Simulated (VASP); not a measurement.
# Be3Te2O (R-3m) in VASP: single point with PBE

Aim: the single point of Be3Te2O with PBE.

Program: VASP 6.6.1. These are calculated values, not measurements. Logs are shortened: lines on timing, memory, paths and dates and some standing lists are left out, and cuts for length are marked.

### Step 1. The cell of the first run

The structure is trigonal, space group R-3m (No. 166). The conventional cell has a = 6.176 Å, b = 6.176 Å, c = 9.972 Å, α = 90.00°, β = 90.00°, γ = 120.00°. Be (site symmetry 2/m) has 2 Te at 2.32 Å and 2 O at 2.44 Å and 4 Be at 3.09 Å within 3.1 Å. Te (site symmetry 3m) has 3 Be at 2.32 Å and 1 O at 3.15 Å within 3.2 Å. O (site symmetry -3m) has 6 Be at 2.44 Å and 2 Te at 3.15 Å within 3.2 Å.

The cell was generated, and may not be a known phase.

### Step 2. Single point, PBE

Contents of INCAR:

```
SYSTEM = Be3Te2O
PREC     = Accurate       ! precision mode
ENCUT    = 600            ! plane-wave cutoff, eV
EDIFF    = 1E-6           ! SCF threshold, eV
ISMEAR   = 0              ! smearing method
SIGMA    = 0.15           ! smearing width, eV
LREAL    = .False.        ! projectors in reciprocal space
LASPH    = .True.         ! aspherical terms in the spheres
NELM     = 120            ! most SCF steps
ALGO     = Normal         ! electronic algorithm
ISIF     = 2              ! what is computed and relaxed
LWAVE    = .False.        ! write WAVECAR
LCHARG   = .False.        ! write CHGCAR
GGA      = PE             ! functional
NBANDS   = 21             ! bands
GGA_COMPAT= .False.
```

Contents of KPOINTS:

```
Automatic mesh
0
Gamma
  3 3 3
  0 0 0
```

Contents of POSCAR:

```
Be3Te2O
1.0
    3.0881884666      1.7829664439      3.3241025816
   -3.0881884666      1.7829664439      3.3241025816
    0.0000000000     -3.5659328835      3.3241025839
Be Te O
3 2 1
Direct
    0.0000000000      0.0000000000      0.5000000000
    0.5000000000      0.0000000000      0.0000000000
    0.0000000000      0.5000000000      0.0000000000
    0.6843612077      0.6843612077      0.6843612077
    0.3156387923      0.3156387923      0.3156387923
    0.0000000000      0.0000000000      0.0000000000
```

Potentials or basis: VASP PAW PBE potentials, release 64 (Be, Te, O).

Started as:

```
$ cat potpaw_PBE.64/Be/POTCAR potpaw_PBE.64/Te/POTCAR potpaw_PBE.64/O/POTCAR > POTCAR
$ mpirun -np 1 vasp_std > vasp.out
```

OUTCAR:

```text
SYSTEM = Be3Te2O
   PREC = Accurate
   ENCUT = 600
   EDIFF = 1E-6
   ISMEAR = 0
   LREAL = .False.
   LASPH = .True.
   NELM = 120
   ISIF = 2
   GGA = PE

 ion  position               nearest neighbor table
   1  0.000  0.000  0.500-   4 2.32   5 2.32
   2  0.500  0.000  0.000-   4 2.32   5 2.32
   3  0.000  0.500  0.000-   4 2.32   5 2.32
   4  0.684  0.684  0.684-   1 2.32   2 2.32   3 2.32   5 3.58   5 3.58   5 3.58   5 3.68
   5  0.316  0.316  0.316-   1 2.32   2 2.32   3 2.32   4 3.58   4 3.58   4 3.58   4 3.68
   6  0.000  0.000  0.000-

  LATTYP: Found a trigonal (rhomboedric) cell.
 ALAT       =     4.8749908019
 COS(alpha) =     0.1974169420

  Lattice vectors:

 A1 = (   3.0881884666,   1.7829664439,   3.3241025816)
 A2 = (  -3.0881884666,   1.7829664439,   3.3241025816)
 A3 = (   0.0000000000,  -3.5659328835,   3.3241025839)

Analysis of symmetry for initial positions (statically):
=====================================================================
 Subroutine PRICEL returns:
 Original cell was already a primitive cell.

 Routine SETGRP: Setting up the symmetry group for a
 trigonal (rhombohedral) supercell.

 Subroutine GETGRP returns: Found 12 space group operations
 (whereof 12 operations were pure point group operations)
 out of a pool of 12 trial point group operations.

The static configuration has the point symmetry D_3d.

Analysis of symmetry for dynamics (positions and initial velocities):
=====================================================================
 Subroutine PRICEL returns:
 Original cell was already a primitive cell.

 Routine SETGRP: Setting up the symmetry group for a
 trigonal (rhombohedral) supercell.

 Subroutine GETGRP returns: Found 12 space group operations
 (whereof 12 operations were pure point group operations)
 out of a pool of 12 trial point group operations.

The dynamic configuration has the point symmetry D_3d.

 Subroutine INISYM returns: Found 12 space group operations
 (whereof 12 operations are pure point group operations),
 and found     1 'primitive' translations

----------------------------------------------------------------------------------------

                                     Primitive cell

  volume of cell :     109.8178

  direct lattice vectors                    reciprocal lattice vectors
     3.088188467  1.782966444  3.324102582     0.161907217  0.093477175  0.100277691
    -3.088188467  1.782966444  3.324102582    -0.161907217  0.093477175  0.100277691
     0.000000000 -3.565932883  3.324102584     0.000000000 -0.186954351  0.100277692

  length of vectors
     4.874990802  4.874990802  4.874990802     0.212149816  0.212149816  0.212149816

  position of ions in fractional coordinates (direct lattice)
     0.000000000  0.000000000  0.500000000
     0.500000000  0.000000000  0.000000000
     0.000000000  0.500000000  0.000000000
     0.684361208  0.684361208  0.684361208
     0.315638792  0.315638792  0.315638792
     0.000000000  0.000000000  0.000000000

  ion indices of the primitive-cell ions
   primitive index   ion index
                 1           1
                 2           2
                 3           3
                 4           4
                 5           5
                 6           6

----------------------------------------------------------------------------------------

 KPOINTS: Automatic mesh

Automatic generation of k-mesh.
 Grid dimensions read from file:
 generate k-points for:    3    3    3

 Generating k-lattice:

  Cartesian coordinates                     Fractional coordinates (reciprocal lattice)
     0.053969072  0.031159058  0.033425897     0.333333333  0.000000000  0.000000000
    -0.053969072  0.031159058  0.033425897     0.000000000  0.333333333  0.000000000
     0.000000000 -0.062318117  0.033425897    -0.000000000 -0.000000000  0.333333333

  Length of vectors
     0.070716605  0.070716605  0.070716605

  Shift w.r.t. Gamma in fractional coordinates (k-lattice)
     0.000000000  0.000000000  0.000000000

 Subroutine IBZKPT returns following result:
 ===========================================

 Found      6 irreducible k-points:

 Following reciprocal coordinates:
            Coordinates               Weight
  0.000000  0.000000  0.000000      1.000000
  0.333333 -0.000000 -0.000000      6.000000
  0.333333  0.333333  0.000000      6.000000
 -0.333333  0.333333  0.000000      6.000000
  0.333333  0.333333  0.333333      2.000000
 -0.333333  0.333333  0.333333      6.000000
   k-points           NKPTS =      6   k-points in BZ     NKDIM =      6   number of bands    NBANDS=     21
   number of dos      NEDOS =    301   number of ions     NIONS =      6
   total plane-waves  NPLWV =  64000
   dimension x,y,z NGX =    40 NGY =   40 NGZ =   40
   dimension x,y,z NGXF=    80 NGYF=   80 NGZF=   80
   ions per type =               3   2   1
   NGX,Y,Z   is equivalent  to a cutoff of  13.64, 13.64, 13.64 a.u.
   NGXF,Y,Z  is equivalent  to a cutoff of  27.28, 27.28, 27.28 a.u.
 SYSTEM =  Be3Te2O
   PREC   = accura    normal or accurate (medium, high low for compatibility)
   ISTART =      0    job   : 0-new  1-cont  2-samecut
   ICHARG =      2    charge: 1-file 2-atom 10-const
   ISPIN  =      1    spin polarized calculation?
   LNONCOLLINEAR =      F non collinear calculations
   LSORBIT =      F    spin-orbit coupling
   LASPH  =      T    aspherical Exc in radial PAW
   ENCUT  =  600.0 eV  44.10 Ry    6.64 a.u.   9.74  9.74  9.74*2*pi/ulx,y,z
   NELM   =    120;   NELMIN=  2; NELMDL= -5     # of ELM steps
   EDIFF  = 0.1E-05   stopping-criterion for ELM
   LREAL  =      F    real-space projection
   EDIFFG = 0.1E-04   stopping-criterion for IOM
   NSW    =      0    number of steps for IOM
   IBRION =     -1    ionic relax: 0-MD 1-quasi-New 2-CG
   NFREE  =      0    steps in history (QN), initial steepest desc. (CG)
   ISIF   =      2    stress and relaxation
   ISYM   =      2    0-nonsym 1-usesym 2-fastsym
   POTIM  = 0.5000    time-step for ionic-motion
   TEBEG  =    0.0;   TEEND  =   0.0 temperature during run
   PSTRESS=    0.0 pullay stress
   NELECT =      24.0000    total number of electrons
   NUPDOWN=      -1.0000    fix difference up-down
   EMIN   =  10.00;   EMAX   =-10.00  energy-range for DOS
   EFERMI =   0.00;   METHOD = LEGACY
   ISMEAR =     0;   SIGMA  =   0.15  broadening in eV -4-tet -1-fermi 0-gaus
   EFERMI_NEDOS =   21; number of points for ismear=-14 and -15
   IALGO  =     38    algorithm
   IMIX   =      4    mixing-type and parameters
     AMIX     =   0.40;   BMIX     =  1.00
     AMIX_MAG =   1.60;   BMIX_MAG =  1.00
  volume/ion in A,a.u.               =      18.30       123.51
  Fermi-wavevector in a.u.,A,eV,Ry     =   0.986100  1.863459 13.230217  0.972394
  Thomas-Fermi vector in A             =   2.117456
   LORBIT       =      0    0 simple, 1 ext, 2 COOP (PROOUT), +10 PAW based schemes
   GGA     = PE    functional components
   LHFCALC =     F    Hartree Fock is set to
   AEXX    =    0.0000 exact exchange contribution
   IVDW    =     0    specifies the selected vdW correction
   LEPSILON=     F    determine dielectric tensor
   LRPA    =     F    only Hartree local field effects (RPA)
 non-spin polarized calculation
 Gauss-broadening in eV      SIGMA  =   0.15
  energy-cutoff  :      600.00
  volume of cell :      109.82
 maximum number of plane-waves:      3682
   NGX = 19   NGY = 19   NGZ = 19

 number of electron      24.0000004 magnetization

 Free energy of the ion-electron system (eV)
  ---------------------------------------------------
  ext. energy  EPLUGINS =         0.00000000
  ---------------------------------------------------
  free energy    TOTEN  =       -21.82921337 eV

  energy without entropy =      -21.82915718  energy(sigma->0) =      -21.82918527

 E-fermi :   5.4427     XC(G=0):  -9.3091

 val. band max:        5.0925957074   @ k =   0.3333   0.3333   0.3333
 cond. band min:       5.8241729530   @ k =   0.3333  -0.0000  -0.0000
 fundamental gap:      0.7315772456
 Fermi energy:         5.4426509192

 k-point     1 :       0.0000    0.0000    0.0000
  band No.  band energies     occupation
      1     -10.9986      2.00000
      2      -7.1901      2.00000
      3      -5.6976      2.00000
      4       0.9160      2.00000
      5       0.9160      2.00000
      6       1.6394      2.00000
      7       1.9161      2.00000
      8       1.9161      2.00000
      9       2.0953      2.00000
     10       3.6286      2.00000
     11       3.6286      2.00000
     12       4.1073      2.00000
     13       6.1739      0.00000
     14       6.1739      0.00000
     15       7.0929      0.00000
     16       8.0715      0.00000
     17       8.0715      0.00000
     18      10.2649      0.00000
     19      11.1205      0.00000
     20      11.6904      0.00000
     21      12.0070      0.00000

 k-point     2 :       0.3333   -0.0000   -0.0000
  band No.  band energies     occupation
      1     -10.9614      2.00000
      2      -6.9987      2.00000
      3      -5.9866      2.00000
      4       0.4548      2.00000
      5       0.8144      2.00000
      6       0.9265      2.00000
      7       2.1021      2.00000
      8       2.4680      2.00000
      9       2.4900      2.00000
     10       3.2560      2.00000
     11       3.4255      2.00000
     12       4.0244      2.00000
     13       5.8242      0.00032
     14       7.6268      0.00000
     15       8.5645      0.00000
     16       8.7679      0.00000
     17       9.3633      0.00000
     18       9.3810      0.00000
     19       9.9379      0.00000
     20      10.6835      0.00000
     21      11.3837      0.00000

 k-point     3 :       0.3333    0.3333    0.0000
  band No.  band energies     occupation
      1     -10.9393      2.00000
      2      -6.8971      2.00000
      3      -5.9926      2.00000
      4      -0.4719      2.00000
      5       0.1708      2.00000
      6       1.0639      2.00000
      7       2.2515      2.00000
      8       2.5155      2.00000
      9       3.0594      2.00000
     10       3.0612      2.00000
     11       3.9318      2.00000
     12       4.2001      2.00000
     13       6.2834      0.00000
     14       7.5274      0.00000
     15       7.9170      0.00000
     16       9.0544      0.00000
     17       9.1609      0.00000
     18       9.8607      0.00000
     19       9.9385      0.00000
     20      11.3431      0.00000
     21      11.4666      0.00000

 k-point     4 :      -0.3333    0.3333    0.0000
  band No.  band energies     occupation
      1     -10.9349      2.00000
      2      -6.5923      2.00000
      3      -6.4028      2.00000
      4      -0.0414      2.00000
      5       0.2178      2.00000
      6       1.0507      2.00000
      7       1.6956      2.00000
      8       1.7424      2.00000
      9       3.2083      2.00000
     10       3.8175      2.00000
     11       4.0613      2.00000
     12       4.7388      2.00000
     13       6.6056      0.00000
     14       7.5063      0.00000
     15       7.9189      0.00000
     16       8.2659      0.00000
     17       9.0335      0.00000
     18       9.8256      0.00000
     19      10.5327      0.00000
     20      10.5766      0.00000
     21      10.9448      0.00000

 k-point     5 :       0.3333    0.3333    0.3333
  band No.  band energies     occupation
      1     -10.9274      2.00000
      2      -6.9529      2.00000
      3      -5.7381      2.00000
      4       0.1204      2.00000
      5       0.2755      2.00000
      6       0.2755      2.00000
      7       1.3087      2.00000
      8       1.3087      2.00000
      9       1.5420      2.00000
     10       4.5341      2.00000
     11       4.5341      2.00000
     12       5.0926      1.99903
     13       7.0270      0.00000
     14       7.0270      0.00000
     15       7.9788      0.00000
     16      10.4068      0.00000
     17      10.4068      0.00000
     18      11.0224      0.00000
     19      11.1431      0.00000
     20      11.3719      0.00000
     21      11.3719      0.00000

 k-point     6 :      -0.3333    0.3333    0.3333
  band No.  band energies     occupation
      1     -10.9196      2.00000
      2      -6.6352      2.00000
      3      -6.1960      2.00000
      4      -0.5328      2.00000
      5      -0.1533      2.00000
      6       0.4139      2.00000
      7       2.0524      2.00000
      8       2.0982      2.00000
      9       2.9182      2.00000
     10       3.6718      2.00000
     11       4.2465      2.00000
     12       4.4274      2.00000
     13       7.6145      0.00000
     14       7.6861      0.00000
     15       8.9275      0.00000
     16       9.0130      0.00000
     17       9.4107      0.00000
     18       9.6988      0.00000
     19       9.7106      0.00000
     20      11.3780      0.00000
     21      11.5503      0.00000

------------------------ aborting loop because EDIFF is reached ----------------------------------------

  FORCE on cell =-STRESS in cart. coord.  units (eV):
  Direction    XX          YY          ZZ          XY          YZ          ZX
  --------------------------------------------------------------------------------------
  -------------------------------------------------------------------------------------
  Total        0.1965471      0.1965471      0.0648581      0.0000000     -0.0000000      0.0000000
  in kB        2.8675070      2.8675070      0.9462415      0.0000000     -0.0000000      0.0000000
  external PRESSURE =       2.2270852 kB  Pullay stress =       0.0000000 kB

 VOLUME and BASIS-vectors are now :
 -----------------------------------------------------------------------------
  energy-cutoff  :      600.00
  volume of cell :      109.82
      direct lattice vectors                 reciprocal lattice vectors
     3.088188467  1.782966444  3.324102582     0.161907217  0.093477175  0.100277691
    -3.088188467  1.782966444  3.324102582    -0.161907217  0.093477175  0.100277691
     0.000000000 -3.565932883  3.324102584     0.000000000 -0.186954351  0.100277692

 POSITION                                       TOTAL-FORCE (eV/Angst)
 -----------------------------------------------------------------------------------
      0.00000     -1.78297      1.66205        -0.000000     -0.000000      0.000000
      1.54409      0.89148      1.66205         0.000000     -0.000000      0.000000
     -1.54409      0.89148      1.66205         0.000000      0.000000      0.000000
      0.00000      0.00000      6.82466        -0.000000     -0.000000     -0.073714
      0.00000      0.00000      3.14765        -0.000000      0.000000      0.073714
      0.00000      0.00000      0.00000        -0.000000      0.000000      0.000000
 -----------------------------------------------------------------------------------
    total drift:                                0.000000     -0.000000      0.000000

  FREE ENERGIE OF THE ION-ELECTRON SYSTEM (eV)
  ---------------------------------------------------
  free  energy   TOTEN  =       -21.8292133710 eV

  energy  without entropy=      -21.8291571790  energy(sigma->0) =      -21.82918527
```

Run time: 16 s. Hardware: 1 thread of Intel Xeon Platinum 8488C (Sapphire Rapids), shared host; peak memory 0.24 GiB.

Results:

* Free energy: -21.8292 eV
* Pressure: 0.2 GPa
* Largest force: 0.074 eV/Å
* Band gap on the k mesh: 0.73 eV (least direct gap 1.80 eV)

Forces in eV/Å, atoms in the order of the input:
```
Be   0.000  0.000  0.000
Be   0.000  0.000  0.000
Be   0.000  0.000  0.000
Te   0.000  0.000 -0.074
Te   0.000  0.000  0.074
O    0.000  0.000  0.000
```

Stress tensor (GPa, compression positive):
```
0.29 0.00 0.00
0.00 0.29 0.00
0.00 0.00 0.09
```

Caveat: the k points lie up to 0.44 Å⁻¹ apart; semilocal functionals underestimate gaps, and a narrow one can read as zero; spin-orbit coupling is left out, which moves the levels of the heavy elements. A k mesh can miss the band edges.
